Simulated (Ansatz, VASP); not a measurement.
# Cd2S: VASP beside Ansatz

File INCAR:

```
PREC = Accurate ; ENCUT = 520
EDIFF = 1E-6 ; ISMEAR = 0
SIGMA = 0.1 ; LREAL = F
LASPH = T ; NELM = 60
ALGO = Normal ; ISIF = 2
LWAVE = F ; LCHARG = F
GGA = PE ; NBANDS = 39
```

KPOINTS

```
regular mesh
0
Gamma
  4 4 4
```

POSCAR

```
Cd2S
1.0
    4.0062404205      0.0000000000      0.0000000000
    0.2345655681      5.8632429834      0.0000000000
    0.2333020921      0.2154812762      6.7511640113
Cd S
4 2
Direct
    0.4240053770      0.4644712796      0.9314621882
    0.8606506228      0.4618659893      0.4181570502
    0.5706615353      0.0134369545      0.9547307681
    0.0660156770      0.0172195009      0.4462898549
    0.0393256654      0.7640306556      0.1275177041
    0.5393411225      0.7789756202      0.6218424343
```

Input for Ansatz:

```yaml
crystal:
  lattice:
    - [4.0062404205, 0.0, 0.0]
    - [0.2345655681, 5.8632429834, 0.0]
    - [0.2333020921, 0.2154812762, 6.7511640113]
  atoms:
    - { symbol: Cd, position: [0.424005377, 0.4644712796, 0.9314621882] }
    - { symbol: Cd, position: [0.8606506228, 0.4618659893, 0.4181570502] }
    - { symbol: Cd, position: [0.5706615353, 0.0134369545, 0.9547307681] }
    - { symbol: Cd, position: [0.066015677, 0.0172195009, 0.4462898549] }
    - { symbol: S, position: [0.0393256654, 0.7640306556, 0.1275177041] }
    - { symbol: S, position: [0.5393411225, 0.7789756202, 0.6218424343] }
basis:
  ecutwfc: 420
kpoints:
  mp_grid: { grid: [4, 4, 4] }
hamiltonian:
  xc: pbe
scf:
  occupations: { method: gaussian, width: 0.1 }
  lower_state_search: "off"
output:
  forces: true
  stress: true
  eigenvalues: true
```

Change from the starting cell: the structure that the rattled cell fell into.

Alike in both runs: task single point; functional PBE; k mesh 4 × 4 × 4; occupations gaussian, width 0.1 eV; no spin polarisation.

|  | VASP | Ansatz |
| --- | --- | --- |
| version | VASP 6.6.1 | Ansatz 0.2.0 |
| potentials or method | VASP PAW PBE potentials, release 64 (Cd, S), cutoff 520 eV | scalar-relativistic, plane waves, PAW |
| valence electrons in the cell | 60 | 92 |

```tsv
	VASP	Ansatz	Ansatz less VASP
gap on the k mesh at the Fermi level (eV)	0.23	0.24	+0.007
least direct gap on the mesh (eV)	0.47	0.48	+0.009
pressure (GPa)	0.4	0.1	-0.27
traceless stress, the component that is largest in VASP (GPa)	0.36	0.37	+0.001
rms of the force components (eV/Å)	0.095	0.093	-0.0020
```

Atom by atom the forces differ by 0.003 eV/Å (rms over components). VASP's potentials hold 60 valence electrons a cell and Ansatz's 92, so a difference there can come from the potentials and not from the codes.
